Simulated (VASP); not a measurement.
GaAs, 2 atoms in the cell. It takes space group F-43m (No. 216, cubic). The conventional cell has a = 5.765 Å, b = 5.765 Å, c = 5.765 Å, α = 90.00°, β = 90.00°, γ = 90.00°. Within 3.3 Å of As (site symmetry -43m) lie 4 Ga at 2.50 Å. Within 3.3 Å of Ga (site symmetry -43m) lie 4 As at 2.50 Å. 

```yaml
Program: VASP 6.6.1
Task: single point
Functional: PBE-based screened hybrid
Potentials_or_basis: VASP PAW PBE potentials, release 64 (As, Ga_d)
Cutoff: 520 eV
k_mesh: 4 × 4 × 4
Occupations: fermi-dirac, width 0.05 eV
Spin: no spin polarisation
Dipole_correction: no
Grid_for_exact_exchange_PRECFOCK: Normal
Share_of_exact_exchange: 0.25
Further_INCAR_settings: ALGO = Normal; EDIFF = 1e-06; NBANDS = 16
Screening_parameter: 0.3 1/Å
```

Potentials or basis: VASP PAW PBE potentials, release 64 (As, Ga_d).

Launch:

```console
$ cat potpaw_PBE.64/As/POTCAR potpaw_PBE.64/Ga_d/POTCAR > POTCAR
$ cp INCAR.step1 INCAR
$ mpirun -np 1 vasp_std > vasp.out
$ cp INCAR.step2 INCAR
$ mpirun -np 1 vasp_std > vasp.out
```

Hardware: 1 thread of AMD EPYC 7R43 64-Core Processor (Zen 3), with other jobs on the host.

Estimate the wall time of this run.

Wall time 14 min on 1 thread of AMD EPYC 7R43 64-Core Processor (Zen 3) (shared host), peak memory 0.24 GiB. Counts: k points 8.
